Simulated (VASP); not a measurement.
# AlNi2 (P-3m1) in VASP: further runs, part 2 of 2

VASP 6.6.1.

### 4 Relaxation of shape and atoms at fixed volume, PBEsol (10.52 Å³/atom)

This run uses another cell than the first one, of 10.52 Å³/atom.

File INCAR:

```
SYSTEM = AlNi2
  ALGO = Fast
  EDIFF = 1E-6
  EDIFFG = -0.01
  ENCUT = 600
  GGA = PS
  IBRION = 2
  ISIF = 4
  ISMEAR = 0
  LASPH = .True.
  LCHARG = .False.
  LREAL = .False.
  LWAVE = .False.
  NELM = 80
  NSW = 50
  PREC = Accurate
  SIGMA = 0.1
```

File KPOINTS:

```
k-points
0
Gamma
  12 12 8
  0 0 0
```

File POSCAR:

```
AlNi2
1.0
    3.8945636969      0.0000000000      0.0000000000
   -1.9472818485      3.3727910982      0.0000000000
    0.0000000000      0.0000000000      4.8038992880
Al Ni
2 4
Direct
    0.3333333333      0.6666666667      0.1917682831
    0.6666666667      0.3333333333      0.8082317169
    0.3333333333      0.6666666667      0.6871351211
    0.6666666667      0.3333333333      0.3128648789
    0.0000000000      0.0000000000      0.5000000000
    0.0000000000      0.0000000000      0.0000000000
```

Potentials or basis: VASP PAW PBE potentials, release 64 (Al, Ni).

Launch:

```bash
$ cat potpaw_PBE.64/Al/POTCAR potpaw_PBE.64/Ni/POTCAR > POTCAR
$ mpirun -np 1 vasp_std > vasp.out
```

OUTCAR:

```text
SYSTEM = AlNi2
   EDIFF = 1E-6
   EDIFFG = -0.01
   ENCUT = 600
   GGA = PS
   IBRION = 2
   ISIF = 4
   ISMEAR = 0
   LASPH = .True.
   LREAL = .False.
   NELM = 80
   NSW = 50
   PREC = Accurate

 ion  position               nearest neighbor table
   1  0.333  0.667  0.192-   4 2.32   4 2.32   4 2.32   3 2.38   3 2.42   6 2.43   6 2.43   6 2.43
                             5 2.69   5 2.69   5 2.69   2 2.91   2 2.91   2 2.91
   2  0.667  0.333  0.808-   3 2.32   3 2.32   3 2.32   4 2.38   4 2.42   6 2.43   6 2.43   6 2.43
                             5 2.69   5 2.69   5 2.69   1 2.91   1 2.91   1 2.91
   3  0.333  0.667  0.687-   2 2.32   2 2.32   2 2.32   1 2.38   5 2.42   5 2.42   5 2.42   1 2.42
                             6 2.70   6 2.70   6 2.70   4 2.88   4 2.88   4 2.88
   4  0.667  0.333  0.313-   1 2.32   1 2.32   1 2.32   2 2.38   5 2.42   5 2.42   5 2.42   2 2.42
                             6 2.70   6 2.70   6 2.70   3 2.88   3 2.88   3 2.88
   5  0.000  0.000  0.500-   6 2.40   6 2.40   3 2.42   4 2.42   4 2.42   3 2.42   4 2.42   3 2.42
                             2 2.69   1 2.69   2 2.69   1 2.69   2 2.69   1 2.69
   6  0.000  0.000  0.000-   5 2.40   5 2.40   1 2.43   2 2.43   1 2.43   2 2.43   1 2.43   2 2.43
                             3 2.70   4 2.70   4 2.70   3 2.70   3 2.70   4 2.70

  LATTYP: Found a hexagonal cell.
 ALAT       =     3.8945636969
 C/A-ratio  =     1.2334884372

  Lattice vectors:

[... 193 lines left out ...]
  Direction    XX          YY          ZZ          XY          YZ          ZX
  --------------------------------------------------------------------------------------
  -------------------------------------------------------------------------------------
  Total        5.3340308      5.3340308      5.2654418     -0.0000000     -0.0000000      0.0000000
  in kB      135.4328309    135.4328309    133.6913319     -0.0000000     -0.0000000      0.0000000
  external PRESSURE =     134.8523312 kB  Pullay stress =       0.0000000 kB
[... 107 lines left out ...]
--------------------------------------- Ionic step        4  -------------------------------------------

 number of electron      46.0000011 magnetization

 Free energy of the ion-electron system (eV)
  ---------------------------------------------------
  ext. energy  EPLUGINS =         0.00000000
  ---------------------------------------------------
  free energy    TOTEN  =       -35.66188625 eV

  energy without entropy =      -35.64911614  energy(sigma->0) =      -35.65550119

 E-fermi :  10.8312     XC(G=0): -13.0732

 val. band max:       10.8299644445   @ k =   0.2500   0.1667   0.2500
 cond. band min:      10.8447542423   @ k =   0.1667   0.1667   0.1250
 fundamental gap:      0.0147897978
 Fermi energy:        10.8311778882

 k-point     1 :       0.0000    0.0000    0.0000
  band No.  band energies     occupation
      1      -0.2393      2.00000
      2       5.2893      2.00000
      3       5.4137      2.00000
      4       6.6701      2.00000
      5       6.6701      2.00000
      6       7.1679      2.00000
[... 709 lines left out ...]
     26      14.9568      0.00000
     27      16.2944      0.00000

 [... further k-points ...]
[... 5 lines left out ...]
  --------------------------------------------------------------------------------------
  -------------------------------------------------------------------------------------
  Total        5.3476286      5.3476286      5.3758434     -0.0000000      0.0000000     -0.0000000
  in kB      135.7780831    135.7780831    136.4944670     -0.0000000      0.0000000     -0.0000000
  external PRESSURE =     136.0168777 kB  Pullay stress =       0.0000000 kB
[... 21 lines left out ...]
  FREE ENERGIE OF THE ION-ELECTRON SYSTEM (eV)
  ---------------------------------------------------
  free  energy   TOTEN  =       -35.6618862486 eV

  energy  without entropy=      -35.6491161402  energy(sigma->0) =      -35.65550119

 reached required accuracy - stopping structural energy minimisation
```

OSZICAR:

```text
N       E                     dE             d eps       ncg     rms          rms(c)
DAV:   1     0.315484782873E+03    0.31548E+03   -0.22588E+04  7106   0.243E+03
DAV:   2    -0.178589145126E+02   -0.33334E+03   -0.32588E+03  7080   0.431E+02
DAV:   3    -0.408557619889E+02   -0.22997E+02   -0.21327E+02  7369   0.145E+02
[... 33 lines left out ...]
RMM:   2    -0.356619006533E+02    0.50579E-05   -0.17861E-04  7074   0.177E-01    0.361E-02
RMM:   3    -0.356618995197E+02    0.11336E-05   -0.79746E-05  7074   0.103E-01    0.345E-02
RMM:   4    -0.356618894896E+02    0.10030E-04   -0.37293E-05  7074   0.702E-02    0.215E-02
RMM:   5    -0.356618862550E+02    0.32346E-05   -0.12553E-05  6994   0.413E-02    0.580E-03
RMM:   6    -0.356618862486E+02    0.64365E-08   -0.34407E-06  4663   0.202E-02
   4 F= -.35661886E+02 E0= -.35655501E+02  d E =-.620576E-04
```

CONTCAR:

```text
AlNi2
   1.00000000000000
     3.8954308120168122   -0.0000000000098639    0.0000000000000000
    -1.9477154060669597    3.3735420419336566   -0.0000000000000000
    -0.0000000000000000   -0.0000000000000000    4.8017608492495745
  Al              Ni
     2     4
Direct
     0.3333333332999970    0.6666666667000030    0.1911261159613712
     0.6666666667000030    0.3333333332999970    0.8088738840386216
     0.3333333332999970    0.6666666667000030    0.6865605833092608
     0.6666666667000030    0.3333333332999970    0.3134394166907391
     0.0000000000000000    1.0000000000000000    0.5000000000000000
     0.0000000000000000    0.0000000000000000    0.0000000000000000

  0.00000000E+00  0.00000000E+00  0.00000000E+00
  0.00000000E+00  0.00000000E+00  0.00000000E+00
  0.00000000E+00  0.00000000E+00  0.00000000E+00
  0.00000000E+00  0.00000000E+00  0.00000000E+00
  0.00000000E+00  0.00000000E+00  0.00000000E+00
  0.00000000E+00  0.00000000E+00  0.00000000E+00
```

Run time: 4.5 min. Hardware: 1 thread of Intel Xeon 6975P-C (Granite Rapids), shared host; peak memory 0.36 GiB.

Results:

| Property | Result |
| --- | --- |
| Free energy | -35.6619 eV |
| Energy gained by relaxing | 0.0 meV/atom |
| Ionic steps | 4 |
| Pressure after relaxing | 13.6 GPa |
| Largest force after relaxing | 0.009 eV/Å |
| Band gap on the k mesh | zero (bands 23 and 24 overlap by 4.37 eV) |

Forces on the atoms (eV/Å):
```
Al   0.000  0.000 -0.003
Al   0.000  0.000  0.003
Ni   0.000  0.000 -0.009
Ni   0.000  0.000  0.009
Ni   0.000  0.000  0.000
Ni   0.000  0.000  0.000
```

The path:
```csv
step,energy change (eV),largest force (eV/Å),pressure (GPa),volume (Å³)
1,0.0000,0.0200,13.49,63.10
2,-0.0001,0.0142,13.57,63.10
3,-0.0001,0.0105,13.41,63.10
4,-0.0002,0.0092,13.60,63.10
```

Final structure:
```xyz
6
Lattice="3.8954 0.0000 0.0000 -1.9477 3.3735 0.0000 0.0000 0.0000 4.8018" Properties=species:S:1:pos:R:3 pbc="T T T"
Al    0.0000    2.2490    0.9177
Al    1.9477    1.1245    3.8840
Ni    0.0000    2.2490    3.2967
Ni    1.9477    1.1245    1.5051
Ni   -1.9477    3.3735    2.4009
Ni    0.0000    0.0000    0.0000
```

Caveat: the PAW data sets were made with another functional, which shifts forces and pressure a little. Spin polarisation is off, so any magnetic state and its effect on volume and gap are missing.

### 5 Relaxation of shape and atoms at fixed volume, PBEsol (11.52 Å³/atom)

This run uses another cell than the first one, of 11.52 Å³/atom.

File INCAR:

```
  PREC = Accurate
  ENCUT = 600
  EDIFF = 1E-7
  ISMEAR = 0
  SIGMA = 0.1
  LREAL = F
  LASPH = T
  NELM = 60
  ALGO = Fast
  ISIF = 4
  LWAVE = F
  LCHARG = F
  GGA = PS
  IBRION = 2
  NSW = 50
  EDIFFG = -0.01
```

File KPOINTS:

```
regular mesh
0
Gamma
  12 12 8
```

File POSCAR:

```
AlNi2
1.0
    4.0142569479      0.0000000000      0.0000000000
   -2.0071284739      3.4764484942      0.0000000000
    0.0000000000      0.0000000000      4.9546222846
Al Ni
2 4
Direct
    0.3333333333      0.6666666667      0.1925788634
    0.6666666667      0.3333333333      0.8074211366
    0.3333333333      0.6666666667      0.6875372673
    0.6666666667      0.3333333333      0.3124627327
    0.0000000000      0.0000000000      0.5000000000
    0.0000000000      0.0000000000      0.0000000000
```

Launch:

```bash
$ cat potpaw_PBE.64/Al/POTCAR potpaw_PBE.64/Ni/POTCAR > POTCAR
$ mpirun -np 1 vasp_std > vasp.out
```

Run time: 16 min. Hardware: 1 thread of Oxide Virtual Turin-like, shared host; peak memory 0.35 GiB.

Results (log left out):

* Free energy: -35.7927 eV
* Energy gained by relaxing: 0.0 meV/atom
* Ionic steps: 3
* Pressure after relaxing: -5.1 GPa
* Largest force after relaxing: 0.007 eV/Å
* Band gap on the k mesh: zero (bands 23 and 24 overlap by 4.21 eV)

Forces on the atoms (eV/Å):
```
Al   0.000  0.000  0.007
Al   0.000  0.000 -0.007
Ni   0.000  0.000  0.007
Ni   0.000  0.000 -0.007
Ni   0.000  0.000  0.000
Ni   0.000  0.000  0.000
```

Final structure:
```yaml
crystal:
  lattice:
    - [4.01322, 0.00000, 0.00000]
    - [-2.00661, 3.47555, 0.00000]
    - [0.00000, 0.00000, 4.95719]
  atoms:
    - { symbol: Al, position: [0.33333, 0.66667, 0.19301] }
    - { symbol: Al, position: [0.66667, 0.33333, 0.80699] }
    - { symbol: Ni, position: [0.33333, 0.66667, 0.68741] }
    - { symbol: Ni, position: [0.66667, 0.33333, 0.31259] }
    - { symbol: Ni, position: [0.00000, 0.00000, 0.50000] }
    - { symbol: Ni, position: [0.00000, 0.00000, 0.00000] }
```

Levels at points of the mesh, in eV from the Fermi level:
```csv
k point,band 19,band 20,band 21,band 22,band 23,band 24,band 25,band 26,band 27
"(0.00, 0.00, 0.00)",-0.63,-0.63,-0.51,-0.51,0.67,3.13,3.13,3.77,3.77
"(0.50, 0.00, 0.00)",-0.95,-0.77,-0.71,-0.61,-0.53,-0.30,0.91,1.76,3.29
"(0.00, 0.00, 0.50)",-0.70,-0.70,-0.66,-0.66,3.86,3.99,3.99,4.19,4.19
"(0.50, 0.00, 0.50)",-1.14,-0.93,-0.78,-0.62,-0.36,-0.26,1.68,1.79,3.29
```

Caveat: the PAW data sets were made with another functional, which shifts forces and pressure a little. Spin polarisation is off, so any magnetic state and its effect on volume and gap are missing.

### 6 Summary

```tsv
cell	gap on the mesh (eV)	pressure (GPa)	largest force (eV/Å)
relaxed from a = 4.101, b = 4.101, c = 5.069 Å, angles 90.0, 90.0, 120.0°, 6 atoms, atomic positions A	none	-14.4	0.01
relaxed from a = 3.853, b = 3.853, c = 4.751 Å, angles 90.0, 90.0, 120.0°, 6 atoms, atomic positions B	none	22.1	0.01
relaxed from a = 3.895, b = 3.895, c = 4.804 Å, angles 90.0, 90.0, 120.0°, 6 atoms, atomic positions C	none	13.6	0.01
relaxed from a = 4.014, b = 4.014, c = 4.955 Å, angles 90.0, 90.0, 120.0°, 6 atoms, atomic positions D	none	-5.1	0.01
```

Alike in all rows: task relaxation of shape and atoms at fixed volume; level PBEsol; potentials or basis VASP PAW PBE potentials, release 64 (Al, Ni); no spin polarisation; k mesh 12 × 12 × 8; cutoff (eV) 600; smearing gaussian 0.1 eV.

Caveats: the PAW data sets were made with another functional, which shifts forces and pressure a little.

Absolute energies hang on the potentials; compare differences alone.
